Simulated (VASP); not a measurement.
Input of a VASP 6.6.1 run:

File POSCAR:

```
O
1.0
   13.0000000000      0.0000000000      0.0000000000
    0.0000000000     13.3000000000      0.0000000000
    0.0000000000      0.0000000000     13.6000000000
O
2
Direct
    0.4536345046      0.5000000000      0.5000000000
    0.5463654954      0.5000000000      0.5000000000
```

Contents of INCAR.step1:

```
ALGO = Normal
EDIFF = 1E-4
ENCUT = 520
GGA = PE
ISMEAR = 0
ISPIN = 2
LASPH = T
LCHARG = F
LREAL = F
LWAVE = T
MAGMOM = 1 1
NBANDS = 17
NELM = 150
PREC = Accurate
SIGMA = 0.01
```

The input INCAR.step2:

```
ALGO = Normal
EDIFF = 1E-7
ENCUT = 520
ISIF = 2
ISMEAR = 0
ISPIN = 2
ISTART = 1
LASPH = T
LCHARG = F
LMIXTAU = T
LORBIT = 11
LREAL = F
LWAVE = F
MAGMOM = 1 1
METAGGA = R2SCAN
NBANDS = 17
NELM = 150
PREC = Accurate
SIGMA = 0.01
```

Contents of KPOINTS:

```
k-points
0
Gamma
  1 1 1
```

Potentials or basis: VASP PAW PBE potentials, release 64 (O).

Launch:

```bash
$ cat potpaw_PBE.64/O/POTCAR > POTCAR
$ cp INCAR.step1 INCAR
$ mpirun -np 1 vasp_gam > vasp.out
$ cp INCAR.step2 INCAR
$ mpirun -np 1 vasp_gam > vasp.out
```

What does it give for the site moments?

O +0.83 μB.

Predict the net moment.

2.00 μB per cell.

What does it give for the gap between the frontier levels?

3.45 eV.

Forces on the atoms (eV/Å):
```
O   -1.431  0.000  0.000
O    1.431  0.000  0.000
```

Caveat: the standard files for N, O and F lose accuracy on very short bonds; the PAW data sets were made with another functional, which shifts forces and pressure a little.
